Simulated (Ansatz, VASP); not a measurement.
Zn4O: VASP beside Ansatz

```
Zn O
1.0
     4.18317    0.00000    0.00000
     0.00000    4.18317    0.00000
     0.00000    0.00000    4.18317
Zn O
4 1
Cartesian
  1.1560 1.1560 1.1560
  3.0272 3.0272 1.1560
  1.1560 3.0272 3.0272
  3.0272 1.1560 3.0272
  0.0000 0.0000 0.0000
```

Change from the starting cell: species swapped into the SnI4 type (P-43m, No. 215).

Alike in both runs: functional PBE; k mesh 4 × 4 × 4; occupations gaussian, width 0.2 eV; no spin polarisation.

Ansatz relaxed the structure, and its values are those at the end. VASP's run is a single point on that final structure, the one shown.

|  | VASP | Ansatz |
| --- | --- | --- |
| version | VASP 6.6.1 | Ansatz 0.2.0 |
| potentials or method | VASP PAW PBE potentials, release 64 (Zn, O), cutoff 520 eV | scalar-relativistic, plane waves, PAW |
| valence electrons in the cell | 54 | 54 |

Ansatz gave:

- gap on the k mesh at the Fermi level (eV): none
- pressure (GPa): 0.0
- rms of the force components (eV/Å): 0.013

Q: What did VASP give for the same quantities?

A: gap on the k mesh at the Fermi level (eV): none; pressure (GPa): 0.4; rms of the force components (eV/Å): 0.037.

A gap of «none» marks a metal or a gap that the smearing closes.

The k mesh is coarse, so the values compare programs but aren't converged.
